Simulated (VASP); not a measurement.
Write the native input for VASP 6.6.1 that does the following.

| Quantity | Value |
| --- | --- |
| Task | electric field gradients |
| Functional | LDA |
| Potentials or basis | VASP PAW LDA potentials, release 64 (Al, N) |
| Cutoff | 520 eV |
| k mesh | 10 × 10 × 10 |
| Occupations | fermi-dirac, width 0.02 eV |
| Spin | no spin polarisation |
| Dipole correction | no |
| Further INCAR settings | ALGO = Normal; EDIFF = 1e-08; NBANDS = 11 |

The structure of AlN lies in POSCAR:

```
AlN
1.0
    0.0000000000      1.9780000000      1.9582200000
    1.9780000000      0.0000000000      1.9582200000
    1.9780000000      1.9780000000      0.0000000000
Al N
1 1
Direct
    0.0000000000      0.0000000000      0.0000000000
    0.5000000000      0.5000000000      0.5000000000
```

This cell differs from its parent crystal: zz strain of -1 %.

These files were run (other wordings do the same):

INCAR

```
SYSTEM = AlN
  PREC = Accurate
  ENCUT = 520
  EDIFF = 1E-8
  ISMEAR = -1
  SIGMA = 0.02
  LREAL = .False.
  LASPH = .True.
  NELM = 120
  ALGO = Normal
  ISIF = 2
  LWAVE = .False.
  LCHARG = .False.
  GGA = CA
  LEFG = .True.
  NBANDS = 11
  GGA_COMPAT = .False.
```

KPOINTS

```
Automatic mesh
0
Gamma
  10 10 10
  0 0 0
```

Potentials or basis: VASP PAW LDA potentials, release 64 (Al, N).

Launch:

```bash
$ cat potpaw_LDA.64/Al/POTCAR potpaw_LDA.64/N/POTCAR > POTCAR
$ mpirun -np 1 vasp_std > vasp.out
```

It gave:

```yaml
Pressure: 16.7 GPa
Band_gap_on_the_k_mesh: 4.96 eV (least direct gap 6.88 eV)
Largest_electric_field_gradient_by_atom: Al -4.3; N -1.5 V/Å²
```

Caveat: the cell differs from its parent crystal (zz strain of -1 %); the cell stands under pressure; without QUAD_EFG the Cq values of the log hold for a quadrupole moment of 1 mb, not for the nuclei.

Run time: 26 s on 1 thread of AMD EPYC 7R13, on a shared host, peak memory 0.1 GiB.
